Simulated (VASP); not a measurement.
Crystal: VB2Ir2F.

```
CELL_PARAMETERS angstrom
0.00000 3.57551 0.00000
3.57551 0.00000 0.00000
1.78776 1.78776 -4.81055
ATOMIC_POSITIONS crystal
Ir 0.75000 0.25000 0.50000
Ir 0.25000 0.75000 0.50000
F 0.00000 0.00000 0.00000
B 0.14500 0.14500 0.71000
B 0.85500 0.85500 0.29000
V 0.50000 0.50000 0.00000
```

Base run:

```yaml
Program: VASP 6.6.1
Functional: PBE
Potentials_or_basis: VASP PAW PBE potentials, release 64 (Ir, F, B, V_sv)
Cutoff: 520 eV
k_mesh: 6 × 6 × 6
Occupations: tetrahedron
Spin: no spin polarisation
Hubbard_terms: Ir d U = 3.8 eV, V d U = 5.9 eV
```

Its results: pressure 46.7 GPa; largest force 3.532 eV/Å.

Question: The run is repeated on the same cell with these changes: spin from no spin polarisation to collinear spin, antiferromagnetic start; further incar settings from ALGO = Normal; EDIFF = 1e-07; NBANDS = 31 to ALGO = Normal; EDIFF = 1e-06; NBANDS = 35; ISYM = 0. What comes out?

Answer: Pressure 49.5 GPa; net moment -0.55 μB per cell; site moments Ir +0.00; F -0.01; B -0.01; V -0.41 μB; largest force 3.874 eV/Å.

Caveats: forces of over 1 eV/Å act on the atoms, so gaps and moduli don't describe the material at rest; tetrahedron occupations give inexact forces and stress in metals; the stress differs along the axes, from 29 to 55 GPa (at least some runs); U without spin polarisation on a metal has little footing (at least some runs); the stress differs along the axes, from 35 to 57 GPa (at least some runs); a moment this small can come from the mesh or the smearing (at least some runs).
